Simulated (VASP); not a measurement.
# LiBeF3 (Amm2) in VASP: settings compared

The runs below take LiBeF3 through single point, relaxation of shape and atoms at fixed volume, with r2SCAN, PBE.

Everything below comes from runs of VASP 6.6.1. Logs are shortened: lines on timing, memory, paths and dates and some standing lists are left out, and cuts for length are marked.

## 1. The cell of the first run

Symmetry: Amm2, No. 38, orthorhombic system. The conventional cell has a = 2.768 Å, b = 5.228 Å, c = 8.165 Å, α = 90.00°, β = 90.00°, γ = 90.00°. Within 2.6 Å of Li (site symmetry mm2) lie 5 F at 1.94 to 2.05 Å. Be (site symmetry mm2) has 4 F at 1.52 to 1.65 Å within 2.0 Å. Within 2.2 Å of F (site symmetry mm2) lie 2 Be at 1.65 Å and 1 Li at 2.05 Å. F (site symmetry m) has 1 Be at 1.52 Å and 2 Li at 1.94 Å within 2.0 Å.

## 2. Single point, r2SCAN

Input file POSCAR:

```
LiBeF3
1.0
    2.7679917667      0.0000000000      0.0000000000
    0.0000000000      2.6139493035      4.0827080920
    0.0000000000     -2.6139493035      4.0827080920
Li Be F
1 1 3
Direct
    0.5000000000      0.6939360734      0.6939360734
    0.0000000000      0.0547817975      0.0547817975
    0.5000000000      0.9446222067      0.9446222067
    0.0000000000      0.9051570211      0.4010331212
    0.0000000000      0.4010331212      0.9051570211
```

Input file INCAR.step1:

```
SYSTEM = LiBeF3
PREC     = Accurate       ! precision mode
ENCUT    = 520            ! plane-wave cutoff, eV
ISMEAR   = 0              ! smearing method
SIGMA    = 0.02           ! smearing width, eV
LREAL    = .FALSE.        ! projectors in reciprocal space
LASPH    = .TRUE.         ! aspherical terms in the spheres
NELM     = 60             ! most SCF steps
NBANDS   = 21             ! bands
GGA      = PE             ! functional
ALGO     = Normal         ! electronic algorithm
EDIFF    = 1E-4           ! SCF threshold, eV
LWAVE    = .TRUE.         ! write WAVECAR
LCHARG   = .FALSE.        ! write CHGCAR
```

Input file INCAR.step2:

```
SYSTEM = LiBeF3
PREC     = Accurate       ! precision mode
ENCUT    = 520            ! plane-wave cutoff, eV
EDIFF    = 1E-6           ! SCF threshold, eV
ISMEAR   = 0              ! smearing method
SIGMA    = 0.02           ! smearing width, eV
LREAL    = .FALSE.        ! projectors in reciprocal space
LASPH    = .TRUE.         ! aspherical terms in the spheres
NELM     = 60             ! most SCF steps
ALGO     = Normal         ! electronic algorithm
ISIF     = 2              ! what is computed and relaxed
LWAVE    = .FALSE.        ! write WAVECAR
LCHARG   = .TRUE.         ! write CHGCAR
METAGGA  = R2SCAN         ! meta-GGA
LMIXTAU  = .TRUE.       
LELF     = .TRUE.         ! ELF
LVHAR    = .TRUE.       
NBANDS   = 21             ! bands
ISTART   = 1
```

Input file KPOINTS:

```
regular mesh
0
G
  8 6 6
  0 0 0
```

Potentials or basis: VASP PAW PBE potentials, release 64 (Li_sv, Be, F).

The run is started by

```bash
$ cat potpaw_PBE.64/Li_sv/POTCAR potpaw_PBE.64/Be/POTCAR potpaw_PBE.64/F/POTCAR > POTCAR
$ cp INCAR.step1 INCAR
$ mpirun -np 1 vasp_std > vasp.out
$ cp INCAR.step2 INCAR
$ mpirun -np 1 vasp_std > vasp.out
```

OUTCAR:

```text
SYSTEM = LiBeF3
   PREC = Accurate
   ENCUT = 520
   EDIFF = 1E-6
   ISMEAR = 0
   LREAL = .FALSE.
   LASPH = .TRUE.
   NELM = 60
   ISIF = 2
   METAGGA = R2SCAN
   ISTART = 1

 ion  position               nearest neighbor table
   1  0.500  0.694  0.694-   4 1.94   5 1.94   4 1.94   5 1.94   3 2.05
   2  0.000  0.055  0.055-   4 1.52   5 1.52   3 1.65   3 1.65
   3  0.500  0.945  0.945-   2 1.65   2 1.65   1 2.05
   4  0.000  0.905  0.401-   2 1.52   1 1.94   1 1.94
   5  0.000  0.401  0.905-   2 1.52   1 1.94   1 1.94

  LATTYP: Found a base centered orthorhombic cell.
 ALAT       =     5.2278986070
 B/A-ratio  =     1.5618926069
 C/A-ratio  =     0.5294654650

  Lattice vectors:

 A1 = (   0.0000000000,   2.6139493035,  -4.0827080920)
 A2 = (   0.0000000000,   2.6139493035,   4.0827080920)
 A3 = (   2.7679917667,   0.0000000000,   0.0000000000)

Analysis of symmetry for initial positions (statically):
=====================================================================
 Subroutine PRICEL returns:
 Original cell was already a primitive cell.

 Routine SETGRP: Setting up the symmetry group for a
 base centered orthorhombic supercell.

 Subroutine GETGRP returns: Found  4 space group operations
 (whereof  4 operations were pure point group operations)
 out of a pool of  8 trial point group operations.

The static configuration has the point symmetry C_2v.

Analysis of symmetry for dynamics (positions and initial velocities):
=====================================================================
 Subroutine PRICEL returns:
 Original cell was already a primitive cell.

 Routine SETGRP: Setting up the symmetry group for a
 base centered orthorhombic supercell.

 Subroutine GETGRP returns: Found  4 space group operations
 (whereof  4 operations were pure point group operations)
 out of a pool of  8 trial point group operations.

The dynamic configuration has the point symmetry C_2v.

 Subroutine INISYM returns: Found  4 space group operations
 (whereof  4 operations are pure point group operations),
 and found     1 'primitive' translations

----------------------------------------------------------------------------------------

                                     Primitive cell

  volume of cell :      59.0800

  direct lattice vectors                    reciprocal lattice vectors
     2.767991767  0.000000000  0.000000000     0.361272751  0.000000000  0.000000000
     0.000000000  2.613949304  4.082708092     0.000000000  0.191281445  0.122467732
     0.000000000 -2.613949304  4.082708092     0.000000000 -0.191281445  0.122467732

  length of vectors
     2.767991767  4.847807373  4.847807373     0.361272751  0.227127578  0.227127578

  position of ions in fractional coordinates (direct lattice)
     0.500000000  0.693936073  0.693936073
     0.000000000  0.054781797  0.054781797
     0.500000000  0.944622207  0.944622207
     0.000000000  0.905157021  0.401033121
     0.000000000  0.401033121  0.905157021

  ion indices of the primitive-cell ions
   primitive index   ion index
                 1           1
                 2           2
                 3           3
                 4           4
                 5           5

----------------------------------------------------------------------------------------

 KPOINTS: regular mesh

Automatic generation of k-mesh.
 Grid dimensions read from file:
 generate k-points for:    8    6    6

 Generating k-lattice:

  Cartesian coordinates                     Fractional coordinates (reciprocal lattice)
     0.045159094  0.000000000  0.000000000     0.125000000  0.000000000  0.000000000
     0.000000000  0.031880241  0.020411289     0.000000000  0.166666667  0.000000000
     0.000000000 -0.031880241  0.020411289     0.000000000  0.000000000  0.166666667

  Length of vectors
     0.045159094  0.037854596  0.037854596

  Shift w.r.t. Gamma in fractional coordinates (k-lattice)
     0.000000000  0.000000000  0.000000000

 Subroutine IBZKPT returns following result:
 ===========================================

 Found     65 irreducible k-points:

 Following reciprocal coordinates:
            Coordinates               Weight
  0.000000  0.000000  0.000000      1.000000
  0.125000  0.000000  0.000000      2.000000
  0.250000  0.000000  0.000000      2.000000
  0.375000  0.000000  0.000000      2.000000
  0.500000  0.000000  0.000000      1.000000
  0.000000  0.166667  0.000000      4.000000
[... 16 lines left out ...]
  0.250000  0.166667  0.166667      4.000000
  0.375000  0.166667  0.166667      4.000000
 [... further k-points ...]
   k-points           NKPTS =     65   k-points in BZ     NKDIM =     65   number of bands    NBANDS=     21
   number of dos      NEDOS =    301   number of ions     NIONS =      5
   total plane-waves  NPLWV =  31104
   dimension x,y,z NGX =    24 NGY =   36 NGZ =   36
   dimension x,y,z NGXF=    48 NGYF=   72 NGZF=   72
   ions per type =               1   1   3
   NGX,Y,Z   is equivalent  to a cutoff of  14.41, 12.35, 12.35 a.u.
   NGXF,Y,Z  is equivalent  to a cutoff of  28.83, 24.69, 24.69 a.u.
 SYSTEM =  LiBeF3
   PREC   = accura    normal or accurate (medium, high low for compatibility)
   ISTART =      1    job   : 0-new  1-cont  2-samecut
   ICHARG =      0    charge: 1-file 2-atom 10-const
   ISPIN  =      1    spin polarized calculation?
   LNONCOLLINEAR =      F non collinear calculations
   LSORBIT =      F    spin-orbit coupling
   LASPH  =      T    aspherical Exc in radial PAW
   ENCUT  =  520.0 eV  38.22 Ry    6.18 a.u.   5.15  9.01  9.01*2*pi/ulx,y,z
   NELM   =     60;   NELMIN=  2; NELMDL=  0     # of ELM steps
   EDIFF  = 0.1E-05   stopping-criterion for ELM
   LREAL  =      F    real-space projection
   EDIFFG = 0.1E-04   stopping-criterion for IOM
   NSW    =      0    number of steps for IOM
   IBRION =     -1    ionic relax: 0-MD 1-quasi-New 2-CG
   NFREE  =      0    steps in history (QN), initial steepest desc. (CG)
   ISIF   =      2    stress and relaxation
   ISYM   =      2    0-nonsym 1-usesym 2-fastsym
   POTIM  = 0.5000    time-step for ionic-motion
   TEBEG  =    0.0;   TEEND  =   0.0 temperature during run
   PSTRESS=    0.0 pullay stress
   NELECT =      26.0000    total number of electrons
   NUPDOWN=      -1.0000    fix difference up-down
   EMIN   =  10.00;   EMAX   =-10.00  energy-range for DOS
   EFERMI =   0.00;   METHOD = LEGACY
   ISMEAR =     0;   SIGMA  =   0.02  broadening in eV -4-tet -1-fermi 0-gaus
   EFERMI_NEDOS =   21; number of points for ismear=-14 and -15
   IALGO  =     38    algorithm
   IMIX   =      4    mixing-type and parameters
     AMIX     =   0.40;   BMIX     =  1.00
     AMIX_MAG =   1.60;   BMIX_MAG =  1.00
  volume/ion in A,a.u.               =      11.82        79.74
  Fermi-wavevector in a.u.,A,eV,Ry     =   1.245238  2.353159 21.097449  1.550619
  Thomas-Fermi vector in A             =   2.379470
   LORBIT       =      0    0 simple, 1 ext, 2 COOP (PROOUT), +10 PAW based schemes
   METAGGA = R2SCAN    functional components
   LHFCALC =     F    Hartree Fock is set to
   AEXX    =    0.0000 exact exchange contribution
   IVDW    =     0    specifies the selected vdW correction
   LEPSILON=     F    determine dielectric tensor
   LRPA    =     F    only Hartree local field effects (RPA)
 non-spin polarized calculation
 Gauss-broadening in eV      SIGMA  =   0.02
  energy-cutoff  :      520.00
  volume of cell :       59.08
 maximum number of plane-waves:      1608
 NGX is ok and might be reduce to    24
   NGX = 11   NGY = 19   NGZ = 19

 number of electron      25.9999975 magnetization

 Free energy of the ion-electron system (eV)
  ---------------------------------------------------
  ext. energy  EPLUGINS =         0.00000000
  ---------------------------------------------------
  free energy    TOTEN  =       -32.82132998 eV

  energy without entropy =      -32.82132998  energy(sigma->0) =      -32.82132998

 E-fermi :  -3.6929     XC(G=0):  -8.4547

 val. band max:       -3.7940569127   @ k =   0.5000   0.5000   0.5000
 cond. band min:       4.4974995459   @ k =   0.0000   0.0000   0.0000
 fundamental gap:      8.2915564586
 Fermi energy:        -3.6928786313

 k-point     1 :       0.0000    0.0000    0.0000
  band No.  band energies     occupation
      1     -45.6489      2.00000
      2     -26.1215      2.00000
      3     -24.9306      2.00000
      4     -24.7977      2.00000
      5      -7.7124      2.00000
      6      -6.8757      2.00000
[... 13 lines left out ...]
     20      14.7168      0.00000
     21      15.0045      0.00000

 k-point     2 :       0.1250    0.0000    0.0000
  band No.  band energies     occupation
      1     -45.6452      2.00000
      2     -26.0756      2.00000
      3     -24.9215      2.00000
      4     -24.7629      2.00000
      5      -7.6638      2.00000
      6      -6.7727      2.00000
[... 13 lines left out ...]
     20      14.5135      0.00000
     21      15.3030      0.00000

 k-point     3 :       0.2500    0.0000    0.0000
  band No.  band energies     occupation
      1     -45.6363      2.00000
      2     -25.9592      2.00000
      3     -24.9034      2.00000
      4     -24.6779      2.00000
      5      -7.5255      2.00000
      6      -7.3799      2.00000
[... 13 lines left out ...]
     20      13.8019      0.00000
     21      15.2087      0.00000
[... 457 lines left out ...]
 k-point    23 :       0.2500    0.1667    0.1667
  band No.  band energies     occupation
      1     -45.6363      2.00000
      2     -25.9522      2.00000
      3     -24.9116      2.00000
      4     -24.6795      2.00000
      5      -7.5989      2.00000
      6      -7.2872      2.00000
[... 13 lines left out ...]
     20      13.8300      0.00000
     21      15.2749      0.00000

 k-point    24 :       0.3750    0.1667    0.1667
  band No.  band energies     occupation
      1     -45.6274      2.00000
      2     -25.8299      2.00000
      3     -24.8958      2.00000
      4     -24.5924      2.00000
      5      -8.0096      2.00000
      6      -7.2403      2.00000
[... 13 lines left out ...]
     20      14.3070      0.00000
     21      14.3274      0.00000

 [... further k-points ...]

------------------------ aborting loop because EDIFF is reached ----------------------------------------

  FORCE on cell =-STRESS in cart. coord.  units (eV):
  Direction    XX          YY          ZZ          XY          YZ          ZX
  --------------------------------------------------------------------------------------
  -------------------------------------------------------------------------------------
  Total       -1.2312803     -1.1073425     -1.0204766      0.0000000      0.0000000      0.0000000
  in kB      -33.3908313    -30.0297879    -27.6740893      0.0000000      0.0000000      0.0000000
  external PRESSURE =     -30.3649028 kB  Pullay stress =       0.0000000 kB

 VOLUME and BASIS-vectors are now :
 -----------------------------------------------------------------------------
  energy-cutoff  :      520.00
  volume of cell :       59.08
      direct lattice vectors                 reciprocal lattice vectors
     2.767991767  0.000000000  0.000000000     0.361272751  0.000000000  0.000000000
     0.000000000  2.613949304  4.082708092     0.000000000  0.191281445  0.122467732
     0.000000000 -2.613949304  4.082708092     0.000000000 -0.191281445  0.122467732

 POSITION                                       TOTAL-FORCE (eV/Angst)
 -----------------------------------------------------------------------------------
      1.38400      0.00000      5.66628         0.000000     -0.000000      0.032186
      0.00000      0.00000      0.44732         0.000000     -0.000000      0.043112
      1.38400      0.00000      7.71323         0.000000     -0.000000      0.091052
      0.00000      1.31775      5.33279         0.000000      0.072780     -0.083175
      0.00000     -1.31775      5.33279         0.000000     -0.072780     -0.083175
 -----------------------------------------------------------------------------------
    total drift:                                0.000000     -0.000000      0.000628

  FREE ENERGIE OF THE ION-ELECTRON SYSTEM (eV)
  ---------------------------------------------------
  free  energy   TOTEN  =       -32.8213299757 eV

  energy  without entropy=      -32.8213299757  energy(sigma->0) =      -32.82132998
```

Wall time 3.6 min (1 thread of AMD EPYC 9R45 (Zen 5), shared host); peak memory 0.19 GiB.

What came out:

| Quantity | Value |
| --- | --- |
| Free energy | -32.8213 eV |
| Largest force | 0.111 eV/Å |
| Band gap on the k mesh | 8.29 eV (least direct gap 8.33 eV) |

Forces in eV/Å, atoms in the order of the input:
```
Li   0.000  0.000  0.032
Be   0.000  0.000  0.043
F    0.000  0.000  0.091
F    0.000  0.073 -0.083
F    0.000 -0.073 -0.083
```

Levels at points of the mesh, in eV from the valence-band top:
```tsv
k point	band 11	band 12	band 13	band 14	band 15	band 16
(0.00, 0.00, 0.00)	-0.30	-0.07	-0.04	8.29	12.59	14.13
(0.50, 0.00, 0.00)	-1.13	-0.84	-0.05	13.05	13.23	14.62
(0.00, 0.50, 0.00)	-0.45	-0.24	-0.15	10.06	10.86	13.22
(0.50, 0.50, 0.00)	-0.86	-0.65	-0.55	13.28	13.49	14.67
(0.00, 0.50, 0.50)	-0.37	-0.18	-0.05	10.15	11.89	13.55
(0.50, 0.50, 0.50)	-0.79	-0.74	0.00	12.67	13.96	14.08
```

Caveat: the cutoff is under 1.25 times the usual one of these potentials, so pressure, stress and relaxed cells hold a basis-set (Pulay) error; the PAW data sets were made with another functional, which shifts forces and pressure a little. A k mesh can miss the band edges.

## 3. Relaxation of shape and atoms at fixed volume, PBE (10.40 Å³/atom)

This run uses another cell than the first one, of 10.40 Å³/atom.

Input file INCAR:

```
PREC = Accurate
ENCUT = 600
EDIFF = 1E-7
ISMEAR = 0
SIGMA = 0.02
LREAL = F
LASPH = T
NELM = 60
ALGO = Normal
ISIF = 4
LWAVE = F
LCHARG = F
GGA = PE
IBRION = 2
NSW = 50
EDIFFG = -0.01
```

Input file KPOINTS:

```
regular mesh
0
Gamma
  8 6 6
```

Input file POSCAR:

```
LiBeF3
1.0
    2.6991345681      0.0000000000      0.0000000000
    0.0000000000      2.5502232457      3.7765063449
    0.0000000000     -2.5502232457      3.7765063449
Li Be F
1 1 3
Direct
    0.5000000000      0.6874315853      0.6874315853
    0.0000000000      0.0545627313      0.0545627313
    0.5000000000      0.9397937781      0.9397937781
    0.0000000000      0.9097964893      0.4079456359
    0.0000000000      0.4079456359      0.9097964893
```

Potentials or basis: VASP PAW PBE potentials, release 64 (Li_sv, Be, F).

The run is started by

```bash
$ cat potpaw_PBE.64/Li_sv/POTCAR potpaw_PBE.64/Be/POTCAR potpaw_PBE.64/F/POTCAR > POTCAR
$ mpirun -np 1 vasp_std > vasp.out
```

Run time: 4.4 min. Hardware: 1 thread of AMD EPYC 9R45 (Zen 5), shared host; peak memory 0.18 GiB.

It converged, with:

| Item | Value |
| --- | --- |
| Free energy | -26.6686 eV |
| Energy gained by relaxing | 1.8 meV/atom |
| Ionic steps | 12 |
| Pressure after relaxing | 6.0 GPa |
| Band gap on the k mesh | 7.85 eV (least direct gap 7.88 eV) |

Forces in eV/Å, atoms in the order of the input:
```
Li   0.000  0.000  0.002
Be   0.000  0.000 -0.001
F    0.000  0.000  0.000
F    0.000 -0.002  0.000
F    0.000  0.002  0.000
```

Step by step:
| step | energy change (eV) | largest force (eV/Å) | pressure (GPa) | volume (Å³) |
| --- | --- | --- | --- | --- |
| 1 | 0.0000 | 0.2920 | 7.53 | 51.99 |
| 2 | -0.0041 | 0.1747 | 6.50 | 51.99 |
| 3 | -0.0047 | 0.0798 | 6.77 | 51.99 |
| 4 | -0.0061 | 0.0454 | 6.61 | 51.99 |
| 5 | -0.0064 | 0.0880 | 6.49 | 51.99 |
| 6 | -0.0074 | 0.0613 | 6.39 | 51.99 |
| 7 | -0.0078 | 0.0683 | 6.26 | 51.99 |
| 8 | -0.0084 | 0.0447 | 6.18 | 51.99 |
| 9 | -0.0088 | 0.0163 | 5.99 | 51.99 |
| 10 | -0.0088 | 0.0123 | 6.02 | 51.99 |
| 11 | -0.0088 | 0.0225 | 6.08 | 51.99 |
| 12 | -0.0088 | 0.0021 | 6.04 | 51.99 |

Final structure:
```
CELL_PARAMETERS angstrom
2.72388 0.00000 0.00000
0.00000 2.57143 3.71135
0.00000 -2.57143 3.71135
ATOMIC_POSITIONS crystal
Li 0.50000 0.68316 0.68316
Be 0.00000 0.05470 0.05470
F 0.50000 0.93854 0.93854
F 0.00000 0.91193 0.41119
F 0.00000 0.41119 0.91193
```

Levels at points of the mesh, in eV from the valence-band top:
| k point | band 10 | band 11 | band 12 | band 13 | band 14 | band 15 | band 16 | band 17 |
| --- | --- | --- | --- | --- | --- | --- | --- | --- |
| (0.00, 0.00, 0.00) | -0.60 | -0.27 | -0.03 | -0.03 | 7.85 | 12.06 | 13.69 | 14.78 |
| (0.50, 0.00, 0.00) | -1.68 | -1.31 | -0.86 | -0.10 | 12.68 | 12.82 | 14.26 | 15.86 |
| (0.00, 0.50, 0.00) | -1.05 | -0.33 | -0.27 | -0.13 | 9.70 | 10.67 | 12.80 | 16.32 |
| (0.50, 0.50, 0.00) | -1.60 | -0.77 | -0.76 | -0.55 | 12.68 | 13.06 | 14.29 | 15.07 |
| (0.00, 0.50, 0.50) | -1.37 | -0.42 | -0.22 | -0.04 | 10.06 | 11.69 | 13.14 | 13.39 |
| (0.50, 0.50, 0.50) | -1.01 | -0.73 | -0.69 | 0.00 | 12.10 | 13.31 | 14.11 | 14.18 |

Caveat: the cutoff is under 1.25 times the usual one of these potentials, so pressure, stress and relaxed cells hold a basis-set (Pulay) error. A k mesh can miss the band edges.
